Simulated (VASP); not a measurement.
# Na (P6_3/mmc) in VASP: notebook, part 2 of 2

VASP 6.6.1. The steps go on from the part before.

## Step 4: Single point, PBE

This run uses another cell than the first one, of 18.54 Å³/atom.

The input, INCAR:

```
PREC = Accurate
ENCUT = 520
EDIFF = 1E-6
ISMEAR = -1
SIGMA = 0.05
LREAL = F
LASPH = T
NELM = 60
ALGO = Normal
ISIF = 2
LWAVE = F
LCHARG = F
GGA = PE
NBANDS = 14
```

The input, KPOINTS:

```
regular mesh
0
Gamma
  12 12 6
```

The input, POSCAR:

```
Na
1.0
    2.9664118696      0.0000000000      0.0000000000
   -1.4832059348      2.5689880372      0.0000000000
    0.0000000000      0.0000000000      4.8656123718
Na
2
Direct
    0.3333333333      0.6666666667      0.2500000000
    0.6666666667      0.3333333333      0.7500000000
```

Potentials or basis: VASP PAW PBE potentials, release 64 (Na_pv).

Launch:

```
$ cat potpaw_PBE.64/Na_pv/POTCAR > POTCAR
$ mpirun -np 1 vasp_std > vasp.out
```

OUTCAR:

```text
PREC = Accurate
   ENCUT = 520
   EDIFF = 1E-6
   ISMEAR = -1
   LREAL = F
   LASPH = T
   NELM = 60
   ISIF = 2
   GGA = PE

 ion  position               nearest neighbor table
   1  0.333  0.667  0.250-
   2  0.667  0.333  0.750-

  LATTYP: Found a hexagonal cell.
 ALAT       =     2.9664118696
 C/A-ratio  =     1.6402349322

  Lattice vectors:

 A1 = (   2.9664118696,   0.0000000000,   0.0000000000)
 A2 = (  -1.4832059348,   2.5689880372,   0.0000000000)
 A3 = (   0.0000000000,   0.0000000000,   4.8656123718)

Analysis of symmetry for initial positions (statically):
=====================================================================
 Subroutine PRICEL returns:
 Original cell was already a primitive cell.

 Routine SETGRP: Setting up the symmetry group for a
 hexagonal supercell.

 Subroutine GETGRP returns: Found 24 space group operations
 (whereof 12 operations were pure point group operations)
 out of a pool of 24 trial point group operations.

The static configuration has the point symmetry D_3d.
 The point group associated with its full space group is D_6h.

Analysis of symmetry for dynamics (positions and initial velocities):
=====================================================================
 Subroutine PRICEL returns:
 Original cell was already a primitive cell.

 Routine SETGRP: Setting up the symmetry group for a
 hexagonal supercell.

 Subroutine GETGRP returns: Found 24 space group operations
 (whereof 12 operations were pure point group operations)
 out of a pool of 24 trial point group operations.

The dynamic configuration has the point symmetry D_3d.
 The point group associated with its full space group is D_6h.

 Subroutine INISYM returns: Found 24 space group operations
 (whereof 12 operations are pure point group operations),
 and found     1 'primitive' translations

----------------------------------------------------------------------------------------

                                     Primitive cell

  volume of cell :      37.0793

  direct lattice vectors                    reciprocal lattice vectors
     2.966411870  0.000000000  0.000000000     0.337107605  0.194629166  0.000000000
    -1.483205935  2.568988037  0.000000000     0.000000000  0.389258333  0.000000000
     0.000000000  0.000000000  4.865612372     0.000000000  0.000000000  0.205523976

  length of vectors
     2.966411870  2.966411870  4.865612372     0.389258333  0.389258333  0.205523976

  position of ions in fractional coordinates (direct lattice)
     0.333333333  0.666666667  0.250000000
     0.666666667  0.333333333  0.750000000

  ion indices of the primitive-cell ions
   primitive index   ion index
                 1           1
                 2           2

----------------------------------------------------------------------------------------

 KPOINTS: regular mesh

Automatic generation of k-mesh.
 Grid dimensions read from file:
 generate k-points for:   12   12    6

 Generating k-lattice:

  Cartesian coordinates                     Fractional coordinates (reciprocal lattice)
     0.028092300  0.016219097  0.000000000     0.083333333  0.000000000  0.000000000
     0.000000000  0.032438194  0.000000000     0.000000000  0.083333333  0.000000000
     0.000000000  0.000000000  0.034253996     0.000000000  0.000000000  0.166666667

  Length of vectors
     0.032438194  0.032438194  0.034253996

  Shift w.r.t. Gamma in fractional coordinates (k-lattice)
     0.000000000  0.000000000  0.000000000

 Subroutine IBZKPT returns following result:
 ===========================================

 Found     76 irreducible k-points:

 Following reciprocal coordinates:
            Coordinates               Weight
  0.000000  0.000000  0.000000      1.000000
  0.083333  0.000000  0.000000      6.000000
  0.166667  0.000000  0.000000      6.000000
  0.250000  0.000000  0.000000      6.000000
  0.333333  0.000000  0.000000      6.000000
  0.416667  0.000000  0.000000      6.000000
[... 16 lines left out ...]
  0.250000  0.000000  0.166667     12.000000
  0.333333  0.000000  0.166667     12.000000
 [... further k-points ...]
   k-points           NKPTS =     76   k-points in BZ     NKDIM =     76   number of bands    NBANDS=     14
   number of dos      NEDOS =    301   number of ions     NIONS =      2
   total plane-waves  NPLWV =  20736
   dimension x,y,z NGX =    24 NGY =   24 NGZ =   36
   dimension x,y,z NGXF=    48 NGYF=   48 NGZF=   72
   ions per type =               2
   NGX,Y,Z   is equivalent  to a cutoff of  13.45, 13.45, 12.30 a.u.
   NGXF,Y,Z  is equivalent  to a cutoff of  26.90, 26.90, 24.60 a.u.
 SYSTEM =  unknown system
   PREC   = accura    normal or accurate (medium, high low for compatibility)
   ISTART =      0    job   : 0-new  1-cont  2-samecut
   ICHARG =      2    charge: 1-file 2-atom 10-const
   ISPIN  =      1    spin polarized calculation?
   LNONCOLLINEAR =      F non collinear calculations
   LSORBIT =      F    spin-orbit coupling
   LASPH  =      T    aspherical Exc in radial PAW
   ENCUT  =  520.0 eV  38.22 Ry    6.18 a.u.   5.52  5.52  9.05*2*pi/ulx,y,z
   NELM   =     60;   NELMIN=  2; NELMDL= -5     # of ELM steps
   EDIFF  = 0.1E-05   stopping-criterion for ELM
   LREAL  =      F    real-space projection
   EDIFFG = 0.1E-04   stopping-criterion for IOM
   NSW    =      0    number of steps for IOM
   IBRION =     -1    ionic relax: 0-MD 1-quasi-New 2-CG
   NFREE  =      0    steps in history (QN), initial steepest desc. (CG)
   ISIF   =      2    stress and relaxation
   ISYM   =      2    0-nonsym 1-usesym 2-fastsym
   POTIM  = 0.5000    time-step for ionic-motion
   TEBEG  =    0.0;   TEEND  =   0.0 temperature during run
   PSTRESS=    0.0 pullay stress
   NELECT =      14.0000    total number of electrons
   NUPDOWN=      -1.0000    fix difference up-down
   EMIN   =  10.00;   EMAX   =-10.00  energy-range for DOS
   EFERMI =   0.00;   METHOD = LEGACY
   ISMEAR =    -1;   SIGMA  =   0.05  broadening in eV -4-tet -1-fermi 0-gaus
   EFERMI_NEDOS =   21; number of points for ismear=-14 and -15
   IALGO  =     38    algorithm
   IMIX   =      4    mixing-type and parameters
     AMIX     =   0.40;   BMIX     =  1.00
     AMIX_MAG =   1.60;   BMIX_MAG =  1.00
  volume/ion in A,a.u.               =      18.54       125.11
  Fermi-wavevector in a.u.,A,eV,Ry     =   1.183243  2.236004 19.049017  1.400063
  Thomas-Fermi vector in A             =   2.319481
   LORBIT       =      0    0 simple, 1 ext, 2 COOP (PROOUT), +10 PAW based schemes
   GGA     = PE    functional components
   LHFCALC =     F    Hartree Fock is set to
   AEXX    =    0.0000 exact exchange contribution
   IVDW    =     0    specifies the selected vdW correction
   LEPSILON=     F    determine dielectric tensor
   LRPA    =     F    only Hartree local field effects (RPA)
 non-spin polarized calculation
  energy-cutoff  :      520.00
  volume of cell :       37.08
 maximum number of plane-waves:      1038
 NGX is ok and might be reduce to    24
   NGX = 11   NGY = 11   NGZ = 19

 number of electron      14.0000003 magnetization

 Free energy of the ion-electron system (eV)
  ---------------------------------------------------
  ext. energy  EPLUGINS =         0.00000000
  ---------------------------------------------------
  free energy    TOTEN  =        -1.33552151 eV

  energy without entropy =       -1.32928363  energy(sigma->0) =       -1.33240257

 E-fermi :   3.2822     XC(G=0):  -8.6469

 val. band max:        3.2679684165   @ k =   0.4167   0.0833   0.1667
 cond. band min:       3.3295365073   @ k =   0.3333   0.1667   0.3333
 fundamental gap:      0.0615680908
 Fermi energy:         3.2822316062

 k-point     1 :       0.0000    0.0000    0.0000
  band No.  band energies     occupation
      1     -21.8415      2.00000
      2     -21.5495      2.00000
      3     -21.5495      2.00000
      4     -21.5124      2.00000
      5     -21.5117      2.00000
      6     -21.5117      2.00000
      7      -1.7423      2.00000
      8       4.0203      0.00000
      9       5.0568      0.00000
     10      17.7954      0.00000
     11      17.7954      0.00000
     12      18.3169      0.00000
     13      19.2571      0.00000
     14      19.2571      0.00000
[... 375 lines left out ...]
 k-point    24 :       0.3333    0.0000    0.1667
  band No.  band energies     occupation
      1     -21.7731      2.00000
      2     -21.7207      2.00000
      3     -21.6859      2.00000
      4     -21.5995      2.00000
      5     -21.5535      2.00000
      6     -21.5449      2.00000
      7       1.0527      2.00000
      8       4.8819      0.00000
      9       7.6600      0.00000
     10       9.3902      0.00000
     11      11.3971      0.00000
     12      14.0253      0.00000
     13      15.4101      0.00000
     14      17.8833      0.00000

 [... further k-points ...]
[... 5 lines left out ...]
  --------------------------------------------------------------------------------------
  -------------------------------------------------------------------------------------
  Total        4.4743644      4.4743644      4.5208097     -0.0000000     -0.0000000      0.0000000
  in kB      193.3351851    193.3351851    195.3420628     -0.0000000     -0.0000000      0.0000000
  external PRESSURE =     194.0041443 kB  Pullay stress =       0.0000000 kB

 VOLUME and BASIS-vectors are now :
 -----------------------------------------------------------------------------
  energy-cutoff  :      520.00
  volume of cell :       37.08
      direct lattice vectors                 reciprocal lattice vectors
     2.966411870  0.000000000  0.000000000     0.337107605  0.194629166  0.000000000
    -1.483205935  2.568988037  0.000000000     0.000000000  0.389258333  0.000000000
     0.000000000  0.000000000  4.865612372     0.000000000  0.000000000  0.205523976

 POSITION                                       TOTAL-FORCE (eV/Angst)
 -----------------------------------------------------------------------------------
     -0.00000      1.71266      1.21640         0.000000      0.000000     -0.000000
      1.48321      0.85633      3.64921        -0.000000      0.000000      0.000000
 -----------------------------------------------------------------------------------
    total drift:                               -0.000000      0.000000      0.000000

  FREE ENERGIE OF THE ION-ELECTRON SYSTEM (eV)
  ---------------------------------------------------
  free  energy   TOTEN  =        -1.3355215056 eV

  energy  without entropy=       -1.3292836292  energy(sigma->0) =       -1.33240257
```

OSZICAR:

```text
N       E                     dE             d eps       ncg     rms          rms(c)
DAV:   1     0.107689752942E+03    0.10769E+03   -0.80861E+03  2128   0.124E+03
DAV:   2     0.264855867219E+01   -0.10504E+03   -0.10319E+03  2260   0.315E+02
DAV:   3    -0.130588777666E+01   -0.39544E+01   -0.39507E+01  2638   0.635E+01
DAV:   4    -0.134993795156E+01   -0.44050E-01   -0.44049E-01  2398   0.756E+00
DAV:   5    -0.135066731353E+01   -0.72936E-03   -0.72936E-03  2626   0.931E-01    0.618E-01
DAV:   6    -0.134171394372E+01    0.89534E-02   -0.15437E-03  3224   0.544E-01    0.388E-01
DAV:   7    -0.133551441818E+01    0.61995E-02   -0.29233E-03  3234   0.682E-01    0.314E-02
DAV:   8    -0.133552073394E+01   -0.63158E-05   -0.13989E-04  2662   0.194E-01    0.405E-03
DAV:   9    -0.133552150560E+01   -0.77166E-06   -0.19109E-06  2328   0.180E-02
   1 F= -.13355215E+01 E0= -.13324026E+01  d E =-.623788E-02
```

Run time: 35 s. Hardware: 1 thread of Intel Xeon 8259CL, shared host; peak memory 0.16 GiB.

Results:

| Quantity | Value |
| --- | --- |
| Free energy | -1.3355 eV |
| Pressure | 19.4 GPa |
| Band gap on the k mesh | zero (bands 7 and 8 overlap by 6.31 eV) |

Stress tensor (GPa, compression positive):
```
19.33  0.00  0.00
 0.00 19.33  0.00
 0.00  0.00 19.53
```

Caveat: the cell stands under pressure.
